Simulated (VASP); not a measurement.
# AlN (rocksalt type) (Fm-3m) in VASP: a series of runs

Runs on AlN (rocksalt type). Level: PBEsol. Tasks: single point.

All numbers are computed with VASP 6.6.1; they aren't measurements. Logs are shortened: lines on timing, memory, paths and dates and some standing lists are left out, and cuts for length are marked.

## 1. The cell of the first run

It takes space group Fm-3m (No. 225, cubic). Conventional cell: a = 3.755 Å, b = 3.755 Å, c = 3.755 Å, α = 90.00°, β = 90.00°, γ = 90.00°. Within 2.5 Å of Al (site symmetry m-3m) lie 6 N at 1.88 Å. Within 2.5 Å of N (site symmetry m-3m) lie 6 Al at 1.88 Å.

## 2. Single point, PBEsol (volume scaled by 0.8)

INCAR reads:

```
PREC = Accurate
ENCUT = 520
EDIFF = 1E-7
ISMEAR = -1
SIGMA = 0.1
LREAL = False
LASPH = True
NELM = 60
ALGO = Normal
ISIF = 2
LWAVE = False
LCHARG = True
GGA = PS
LELF = True
LVHAR = True
NBANDS = 11
```

KPOINTS reads:

```
regular mesh
0
Gamma
  17 17 17
```

POSCAR reads:

```
AlN
1.0
    0.0000000000      1.8776260081      1.8776260081
    1.8776260081      0.0000000000      1.8776260081
    1.8776260081      1.8776260081      0.0000000000
Al N
1 1
Direct
    0.0000000000      0.0000000000      0.0000000000
    0.5000000000      0.5000000000      0.5000000000
```

Potentials or basis: VASP PAW PBE potentials, release 64 (Al, N).

Command:

```console
$ cat potpaw_PBE.64/Al/POTCAR potpaw_PBE.64/N/POTCAR > POTCAR
$ mpirun -np 1 vasp_std > vasp.out
```

OUTCAR:

```text
PREC = Accurate
   ENCUT = 520
   EDIFF = 1E-7
   ISMEAR = -1
   LREAL = False
   LASPH = True
   NELM = 60
   ISIF = 2
   GGA = PS

 ion  position               nearest neighbor table
   1  0.000  0.000  0.000-   2 1.88   2 1.88   2 1.88   2 1.88   2 1.88   2 1.88
   2  0.500  0.500  0.500-   1 1.88   1 1.88   1 1.88   1 1.88   1 1.88   1 1.88

  LATTYP: Found a face centered cubic cell.
 ALAT       =     3.7552520162

  Lattice vectors:

 A1 = (   0.0000000000,   1.8776260081,   1.8776260081)
 A2 = (   1.8776260081,   0.0000000000,   1.8776260081)
 A3 = (   1.8776260081,   1.8776260081,   0.0000000000)

Analysis of symmetry for initial positions (statically):
=====================================================================
 Subroutine PRICEL returns:
 Original cell was already a primitive cell.

 Routine SETGRP: Setting up the symmetry group for a
 face centered cubic supercell.

 Subroutine GETGRP returns: Found 48 space group operations
 (whereof 48 operations were pure point group operations)
 out of a pool of 48 trial point group operations.

The static configuration has the point symmetry O_h .

Analysis of symmetry for dynamics (positions and initial velocities):
=====================================================================
 Subroutine PRICEL returns:
 Original cell was already a primitive cell.

 Routine SETGRP: Setting up the symmetry group for a
 face centered cubic supercell.

 Subroutine GETGRP returns: Found 48 space group operations
 (whereof 48 operations were pure point group operations)
 out of a pool of 48 trial point group operations.

The dynamic configuration has the point symmetry O_h .

 Subroutine INISYM returns: Found 48 space group operations
 (whereof 48 operations are pure point group operations),
 and found     1 'primitive' translations

----------------------------------------------------------------------------------------

                                     Primitive cell

  volume of cell :      13.2391

  direct lattice vectors                    reciprocal lattice vectors
     0.000000000  1.877626008  1.877626008    -0.266293712  0.266293712  0.266293712
     1.877626008  0.000000000  1.877626008     0.266293712 -0.266293712  0.266293712
     1.877626008  1.877626008  0.000000000     0.266293712  0.266293712 -0.266293712

  length of vectors
     2.655364166  2.655364166  2.655364166     0.461234239  0.461234239  0.461234239

  position of ions in fractional coordinates (direct lattice)
     0.000000000  0.000000000  0.000000000
     0.500000000  0.500000000  0.500000000

  ion indices of the primitive-cell ions
   primitive index   ion index
                 1           1
                 2           2

----------------------------------------------------------------------------------------

 KPOINTS: regular mesh

Automatic generation of k-mesh.
 Grid dimensions read from file:
 generate k-points for:   17   17   17

 Generating k-lattice:

  Cartesian coordinates                     Fractional coordinates (reciprocal lattice)
    -0.015664336  0.015664336  0.015664336     0.058823529  0.000000000  0.000000000
     0.015664336 -0.015664336  0.015664336     0.000000000  0.058823529  0.000000000
     0.015664336  0.015664336 -0.015664336     0.000000000  0.000000000  0.058823529

  Length of vectors
     0.027131426  0.027131426  0.027131426

  Shift w.r.t. Gamma in fractional coordinates (k-lattice)
     0.000000000  0.000000000  0.000000000

 Subroutine IBZKPT returns following result:
 ===========================================

 Found    165 irreducible k-points:

 Following reciprocal coordinates:
            Coordinates               Weight
  0.000000  0.000000  0.000000      1.000000
  0.058824  0.000000  0.000000      8.000000
  0.117647  0.000000  0.000000      8.000000
  0.176471  0.000000  0.000000      8.000000
  0.235294  0.000000  0.000000      8.000000
  0.294118  0.000000  0.000000      8.000000
[... 16 lines left out ...]
 -0.176471  0.058824  0.000000     24.000000
 -0.117647  0.058824  0.000000     24.000000
 [... further k-points ...]
   k-points           NKPTS =    165   k-points in BZ     NKDIM =    165   number of bands    NBANDS=     11
   number of dos      NEDOS =    301   number of ions     NIONS =      2
   total plane-waves  NPLWV =   8000
   dimension x,y,z NGX =    20 NGY =   20 NGZ =   20
   dimension x,y,z NGXF=    40 NGYF=   40 NGZF=   40
   ions per type =               1   1
   NGX,Y,Z   is equivalent  to a cutoff of  12.52, 12.52, 12.52 a.u.
   NGXF,Y,Z  is equivalent  to a cutoff of  25.04, 25.04, 25.04 a.u.
 SYSTEM =  unknown system
   PREC   = accura    normal or accurate (medium, high low for compatibility)
   ISTART =      0    job   : 0-new  1-cont  2-samecut
   ICHARG =      2    charge: 1-file 2-atom 10-const
   ISPIN  =      1    spin polarized calculation?
   LNONCOLLINEAR =      F non collinear calculations
   LSORBIT =      F    spin-orbit coupling
   LASPH  =      T    aspherical Exc in radial PAW
   ENCUT  =  520.0 eV  38.22 Ry    6.18 a.u.   4.94  4.94  4.94*2*pi/ulx,y,z
   NELM   =     60;   NELMIN=  2; NELMDL= -5     # of ELM steps
   EDIFF  = 0.1E-06   stopping-criterion for ELM
   LREAL  =      F    real-space projection
   EDIFFG = 0.1E-05   stopping-criterion for IOM
   NSW    =      0    number of steps for IOM
   IBRION =     -1    ionic relax: 0-MD 1-quasi-New 2-CG
   NFREE  =      0    steps in history (QN), initial steepest desc. (CG)
   ISIF   =      2    stress and relaxation
   ISYM   =      2    0-nonsym 1-usesym 2-fastsym
   POTIM  = 0.5000    time-step for ionic-motion
   TEBEG  =    0.0;   TEEND  =   0.0 temperature during run
   PSTRESS=    0.0 pullay stress
   NELECT =       8.0000    total number of electrons
   NUPDOWN=      -1.0000    fix difference up-down
   EMIN   =  10.00;   EMAX   =-10.00  energy-range for DOS
   EFERMI =   0.00;   METHOD = LEGACY
   ISMEAR =    -1;   SIGMA  =   0.10  broadening in eV -4-tet -1-fermi 0-gaus
   EFERMI_NEDOS =   21; number of points for ismear=-14 and -15
   IALGO  =     38    algorithm
   IMIX   =      4    mixing-type and parameters
     AMIX     =   0.40;   BMIX     =  1.00
     AMIX_MAG =   1.60;   BMIX_MAG =  1.00
  volume/ion in A,a.u.               =       6.62        44.67
  Fermi-wavevector in a.u.,A,eV,Ry     =   1.384052  2.615479 26.063319  1.915600
  Thomas-Fermi vector in A             =   2.508592
   LORBIT       =      0    0 simple, 1 ext, 2 COOP (PROOUT), +10 PAW based schemes
   GGA     = PS    functional components
   LHFCALC =     F    Hartree Fock is set to
   AEXX    =    0.0000 exact exchange contribution
   IVDW    =     0    specifies the selected vdW correction
   LEPSILON=     F    determine dielectric tensor
   LRPA    =     F    only Hartree local field effects (RPA)
 non-spin polarized calculation
  energy-cutoff  :      520.00
  volume of cell :       13.24
 maximum number of plane-waves:       367
   NGX =  9   NGY =  9   NGZ =  9

 number of electron       8.0000002 magnetization

 Free energy of the ion-electron system (eV)
  ---------------------------------------------------
  ext. energy  EPLUGINS =         0.00000000
  ---------------------------------------------------
  free energy    TOTEN  =       -14.66412348 eV

  energy without entropy =      -14.66412348  energy(sigma->0) =      -14.66412348

 E-fermi :  15.0075     XC(G=0): -13.5376

 val. band max:       13.0549842363   @ k =   0.0000   0.0000   0.0000
 cond. band min:      17.7211433630   @ k =   0.4706   0.4706   0.0000
 fundamental gap:      4.6661591268
 Fermi energy:        15.0074685646

 k-point     1 :       0.0000    0.0000    0.0000
  band No.  band energies     occupation
      1      -6.6961      2.00000
      2      13.0550      2.00000
      3      13.0550      2.00000
      4      13.0550      2.00000
      5      22.2911      0.00000
      6      25.7413      0.00000
      7      25.7413      0.00000
      8      25.7413      0.00000
      9      31.4683      0.00000
     10      32.4052      0.00000
     11      32.4052      0.00000

 k-point     2 :       0.0588    0.0000    0.0000
  band No.  band energies     occupation
      1      -6.6085      2.00000
      2      12.6599      2.00000
      3      12.9888      2.00000
      4      12.9888      2.00000
      5      22.4877      0.00000
      6      25.3266      0.00000
      7      25.8958      0.00000
      8      25.8958      0.00000
      9      31.9368      0.00000
     10      31.9368      0.00000
     11      32.3019      0.00000

 k-point     3 :       0.1176    0.0000    0.0000
  band No.  band energies     occupation
      1      -6.3479      2.00000
      2      11.6092      2.00000
      3      12.8060      2.00000
      4      12.8060      2.00000
      5      22.7552      0.00000
      6      24.8244      0.00000
      7      26.2995      0.00000
      8      26.2995      0.00000
      9      31.1367      0.00000
     10      31.1367      0.00000
     11      33.9302      0.00000

 k-point     4 :       0.1765    0.0000    0.0000
  band No.  band energies     occupation
      1      -5.9210      2.00000
      2      10.1618      2.00000
      3      12.5460      2.00000
      4      12.5460      2.00000
      5      22.4378      0.00000
      6      25.2103      0.00000
      7      26.7369      0.00000
      8      26.7369      0.00000
      9      30.6534      0.00000
     10      30.6534      0.00000
     11      34.3015      0.00000
[... 239 lines left out ...]
 k-point    22 :      -0.2353    0.0588    0.0000
  band No.  band energies     occupation
      1      -5.0438      2.00000
      2       8.0015      2.00000
      3      11.6624      2.00000
      4      12.2859      2.00000
      5      21.9237      0.00000
      6      25.8740      0.00000
      7      26.8374      0.00000
      8      27.1849      0.00000
      9      30.1609      0.00000
     10      32.2338      0.00000
     11      34.2283      0.00000

 k-point    23 :      -0.1765    0.0588    0.0000
  band No.  band energies     occupation
      1      -5.6691      2.00000
      2       9.6121      2.00000
      3      11.9782      2.00000
      4      12.5754      2.00000
      5      22.4988      0.00000
      6      24.9804      0.00000
      7      26.8413      0.00000
      8      27.2368      0.00000
      9      29.6471      0.00000
     10      31.5239      0.00000
     11      34.7391      0.00000

 k-point    24 :      -0.1176    0.0588    0.0000
  band No.  band energies     occupation
      1      -6.1475      2.00000
      2      11.0748      2.00000
      3      12.3246      2.00000
      4      12.8180      2.00000
      5      22.9729      0.00000
      6      24.3573      0.00000
      7      26.4331      0.00000
      8      26.9531      0.00000
      9      30.0382      0.00000
     10      31.5128      0.00000
     11      34.7522      0.00000

 [... further k-points ...]

------------------------ aborting loop because EDIFF is reached ----------------------------------------

  FORCE on cell =-STRESS in cart. coord.  units (eV):
  Direction    XX          YY          ZZ          XY          YZ          ZX
  --------------------------------------------------------------------------------------
  -------------------------------------------------------------------------------------
  Total        7.5280983      7.5280983      7.5280983      0.0000000      0.0000000      0.0000000
  in kB      911.0424023    911.0424023    911.0424023      0.0000000      0.0000000      0.0000000
  external PRESSURE =     911.0424023 kB  Pullay stress =       0.0000000 kB

 VOLUME and BASIS-vectors are now :
 -----------------------------------------------------------------------------
  energy-cutoff  :      520.00
  volume of cell :       13.24
      direct lattice vectors                 reciprocal lattice vectors
     0.000000000  1.877626008  1.877626008    -0.266293712  0.266293712  0.266293712
     1.877626008  0.000000000  1.877626008     0.266293712 -0.266293712  0.266293712
     1.877626008  1.877626008  0.000000000     0.266293712  0.266293712 -0.266293712

 POSITION                                       TOTAL-FORCE (eV/Angst)
 -----------------------------------------------------------------------------------
      0.00000      0.00000      0.00000        -0.000000     -0.000000     -0.000000
      1.87763      1.87763      1.87763         0.000000      0.000000      0.000000
 -----------------------------------------------------------------------------------
    total drift:                                0.000000      0.000000      0.000000

  FREE ENERGIE OF THE ION-ELECTRON SYSTEM (eV)
  ---------------------------------------------------
  free  energy   TOTEN  =       -14.6641234790 eV

  energy  without entropy=      -14.6641234789  energy(sigma->0) =      -14.66412348
```

Run time: 36 s. Hardware: 1 thread of Intel Xeon 8259CL, shared host; peak memory 0.13 GiB.

What came out:

| Quantity | Value |
| --- | --- |
| Free energy | -14.6641 eV |
| Pressure | 91.1 GPa |
| Band gap on the k mesh | 4.67 eV, indirect (least direct gap 8.09 eV) |

Levels at points of the mesh, in eV from the valence-band top:
| k point | band 1 | band 2 | band 3 | band 4 | band 5 | band 6 | band 7 | band 8 |
| --- | --- | --- | --- | --- | --- | --- | --- | --- |
| (0.00, 0.00, 0.00) | -19.75 | 0.00 | 0.00 | 0.00 | 9.24 | 12.69 | 12.69 | 12.69 |

Caveat: the PAW data sets were made with another functional, which shifts forces and pressure a little. A k mesh can miss the band edges.

## 3. Single point, PBEsol (volume scaled by 0.88)

INCAR reads:

```
SYSTEM = AlN
PREC = Accurate
ENCUT = 520
EDIFF = 1E-7
ISMEAR = -1
SIGMA = 0.1
LREAL = .False.
LASPH = .True.
NELM = 80
ALGO = Normal
ISIF = 2
LWAVE = .False.
LCHARG = .False.
GGA = PS
NBANDS = 11
```

KPOINTS reads:

```
regular mesh
0
Gamma
  17 17 17
  0 0 0
```

POSCAR reads:

```
AlN
1.0
    0.0000000000      1.9382359924      1.9382359924
    1.9382359924      0.0000000000      1.9382359924
    1.9382359924      1.9382359924      0.0000000000
Al N
1 1
Direct
    0.0000000000      0.0000000000      0.0000000000
    0.5000000000      0.5000000000      0.5000000000
```

Potentials or basis: VASP PAW PBE potentials, release 64 (Al, N).

Command:

```console
$ cat potpaw_PBE.64/Al/POTCAR potpaw_PBE.64/N/POTCAR > POTCAR
$ mpirun -np 1 vasp_std > vasp.out
```

OUTCAR:

```text
SYSTEM = AlN
   PREC = Accurate
   ENCUT = 520
   EDIFF = 1E-7
   ISMEAR = -1
   LREAL = .False.
   LASPH = .True.
   NELM = 80
   ISIF = 2
   GGA = PS

 ion  position               nearest neighbor table
   1  0.000  0.000  0.000-   2 1.94   2 1.94   2 1.94   2 1.94   2 1.94   2 1.94
   2  0.500  0.500  0.500-   1 1.94   1 1.94   1 1.94   1 1.94   1 1.94   1 1.94

  LATTYP: Found a face centered cubic cell.
 ALAT       =     3.8764719848

  Lattice vectors:

 A1 = (   0.0000000000,   1.9382359924,   1.9382359924)
 A2 = (   1.9382359924,   0.0000000000,   1.9382359924)
 A3 = (   1.9382359924,   1.9382359924,   0.0000000000)

Analysis of symmetry for initial positions (statically):
=====================================================================
 Subroutine PRICEL returns:
 Original cell was already a primitive cell.

 Routine SETGRP: Setting up the symmetry group for a
 face centered cubic supercell.

 Subroutine GETGRP returns: Found 48 space group operations
 (whereof 48 operations were pure point group operations)
 out of a pool of 48 trial point group operations.

The static configuration has the point symmetry O_h .

[... 171 lines left out ...]
      4      11.6188      2.00000
      5      19.2271      0.00000
      6      24.0317      0.00000
      7      24.0317      0.00000
      8      24.0317      0.00000
      9      29.4693      0.00000
     10      30.2450      0.00000
     11      30.2450      0.00000
[... 309 lines left out ...]
 k-point    24 :      -0.1176    0.0588    0.0000
  band No.  band energies     occupation
      1      -6.6380      2.00000
      2       9.7077      2.00000
      3      10.9687      2.00000
      4      11.4318      2.00000
      5      20.1745      0.00000
      6      22.5320      0.00000
      7      24.6644      0.00000
      8      24.9727      0.00000
      9      27.6000      0.00000
     10      29.1323      0.00000
     11      31.9932      0.00000

 [... further k-points ...]

------------------------ aborting loop because EDIFF is reached ----------------------------------------

  FORCE on cell =-STRESS in cart. coord.  units (eV):
  Direction    XX          YY          ZZ          XY          YZ          ZX
  --------------------------------------------------------------------------------------
  -------------------------------------------------------------------------------------
  Total        3.9307716      3.9307716      3.9307716      0.0000000      0.0000000      0.0000000
  in kB      432.4525167    432.4525167    432.4525167      0.0000000      0.0000000      0.0000000
  external PRESSURE =     432.4525167 kB  Pullay stress =       0.0000000 kB

 VOLUME and BASIS-vectors are now :
 -----------------------------------------------------------------------------
  energy-cutoff  :      520.00
  volume of cell :       14.56
      direct lattice vectors                 reciprocal lattice vectors
     0.000000000  1.938235992  1.938235992    -0.257966523  0.257966523  0.257966523
     1.938235992  0.000000000  1.938235992     0.257966523 -0.257966523  0.257966523
     1.938235992  1.938235992  0.000000000     0.257966523  0.257966523 -0.257966523

 POSITION                                       TOTAL-FORCE (eV/Angst)
 -----------------------------------------------------------------------------------
      0.00000      0.00000      0.00000        -0.000000      0.000000     -0.000000
      1.93824      1.93824      1.93824         0.000000     -0.000000      0.000000
 -----------------------------------------------------------------------------------
    total drift:                                0.000000      0.000000      0.000000

  FREE ENERGIE OF THE ION-ELECTRON SYSTEM (eV)
  ---------------------------------------------------
  free  energy   TOTEN  =       -15.2067825578 eV

  energy  without entropy=      -15.2067825577  energy(sigma->0) =      -15.20678256
```

OSZICAR:

```text
N       E                     dE             d eps       ncg     rms          rms(c)
DAV:   1     0.101656546122E+02    0.10166E+02   -0.40858E+03  3710   0.631E+02
DAV:   2    -0.163039965291E+02   -0.26470E+02   -0.25720E+02  4361   0.145E+02
DAV:   3    -0.169694949319E+02   -0.66550E+00   -0.66442E+00  4379   0.207E+01
DAV:   4    -0.169718708698E+02   -0.23759E-02   -0.23758E-02  4116   0.134E+00
DAV:   5    -0.169718880964E+02   -0.17227E-04   -0.17226E-04  4272   0.107E-01    0.793E+00
DAV:   6    -0.152648818622E+02    0.17070E+01   -0.63536E+00  4002   0.140E+01    0.309E+00
DAV:   7    -0.152196210429E+02    0.45261E-01   -0.24676E-01  4158   0.335E+00    0.192E+00
DAV:   8    -0.152070947406E+02    0.12526E-01   -0.12476E-02  3939   0.101E+00    0.405E-01
DAV:   9    -0.152067703902E+02    0.32435E-03   -0.13230E-03  4110   0.230E-01    0.185E-01
DAV:  10    -0.152067869819E+02   -0.16592E-04   -0.73323E-05  4122   0.605E-02    0.555E-02
DAV:  11    -0.152067827227E+02    0.42592E-05   -0.12923E-05  4152   0.217E-02    0.703E-03
DAV:  12    -0.152067825978E+02    0.12492E-06   -0.35626E-07  3831   0.525E-03    0.608E-04
DAV:  13    -0.152067825578E+02    0.40005E-07   -0.20521E-08  2127   0.863E-04
   1 F= -.15206783E+02 E0= -.15206783E+02  d E =-.919075E-10
```

stdout:

```text
POSCAR found type information on POSCAR AlN
 POSCAR found :  2 types and       2 ions
 scaLAPACK will be used
 -----------------------------------------------------------------------------
|                                                                             |
|                                                                             |
|     You enforced a specific xc type in the INCAR file but a different       |
|     I HOPE YOU KNOW WHAT YOU ARE DOING!                                     |
|                                                                             |
 -----------------------------------------------------------------------------

 LDA part: xc-table for (Slater+PW92), standard interpolation
 POSCAR, INCAR and KPOINTS ok, starting setup
 FFT: planning ... GRIDC
 FFT: planning ... GRID_SOFT
 FFT: planning ... GRID
 WAVECAR not read
 entering main loop
```

Run time: 37 s. Hardware: 1 thread of Intel Xeon 8259CL, shared host; peak memory 0.14 GiB.

What came out:

```yaml
Free_energy: -15.2068 eV
Pressure: 43.2 GPa
Band_gap_on_the_k_mesh: 4.91 eV, indirect (least direct gap 7.61 eV)
```

Caveat: the PAW data sets were made with another functional, which shifts forces and pressure a little. A k mesh can miss the band edges.
